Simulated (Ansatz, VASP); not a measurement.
# La2Zr2O in VASP and in Ansatz

```
CELL_PARAMETERS angstrom
4.45167 0.00000 0.00000
-2.22584 3.85526 0.00000
0.00000 0.00000 6.25891
ATOMIC_POSITIONS crystal
La 0.33333 0.66667 0.50000
La 0.66667 0.33333 0.50000
Zr 0.00000 0.00000 0.78874
Zr 0.00000 0.00000 0.21126
O 0.00000 0.00000 0.50000
```

Alike in both runs: task single point; functional PBE; k mesh 6 × 6 × 4; occupations gaussian, width 0.1 eV; no spin polarisation.

|  | VASP | Ansatz |
| --- | --- | --- |
| version | VASP 6.6.1 | Ansatz 0.2.0 |
| potentials or method | VASP PAW PBE potentials, release 64 (La, Zr_sv, O), cutoff 520 eV | scalar-relativistic, plane waves, PAW |
| valence electrons in the cell | 52 | 52 |

```tsv
	VASP	Ansatz	Ansatz less VASP
gap on the k mesh at the Fermi level (eV)	none	none	-
rms of the force components (eV/Å)	2.529	2.466	-0.0633
```

Atom by atom the forces differ by 0.063 eV/Å (rms over components). A gap of «none» marks a metal or a gap that the smearing closes.

Neither program's run includes spin-orbit coupling.
